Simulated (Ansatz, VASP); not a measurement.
# HfO2: VASP beside Ansatz

```
CELL_PARAMETERS angstrom
4.83828 0.00000 0.00000
0.00000 4.83828 0.00000
0.00000 0.00000 3.31661
ATOMIC_POSITIONS crystal
Hf 0.00000 0.00000 0.00000
Hf 0.50000 0.50000 0.50000
O 0.30657 0.30657 0.00000
O 0.19343 0.80657 0.50000
O 0.80657 0.19343 0.50000
O 0.69343 0.69343 0.00000
```

Change from the starting cell: uniaxial_z strain +3.0%.

Alike in both runs: task single point; functional r2SCAN; k mesh 6 × 6 × 8; non-collinear spin, spin-orbit coupling.

```csv
,VASP,Ansatz
version,VASP 6.6.1,Ansatz 0.2.0
potentials or method,"VASP PAW PBE potentials, release 64 (Hf_pv, O)","plane waves, PAW"
plane-wave cutoff (eV),520,500
occupations,"gaussian, width 0.01 eV",fixed
valence electrons in the cell,44,76
```

```csv
,VASP,Ansatz,Ansatz less VASP
pressure (GPa),-10.2,-7.6,+2.60
"traceless stress, the component that is largest in VASP (GPa)",-6.67,-6.18,+0.493
rms of the force components (eV/Å),0.016,0.000,-0.0157
```

VASP's potentials were made for PBE, not for r2SCAN. Atom by atom the forces differ by 0.016 eV/Å (rms over components). VASP's potentials hold 44 valence electrons a cell and Ansatz's 76, so a difference there can come from the potentials and not from the codes.
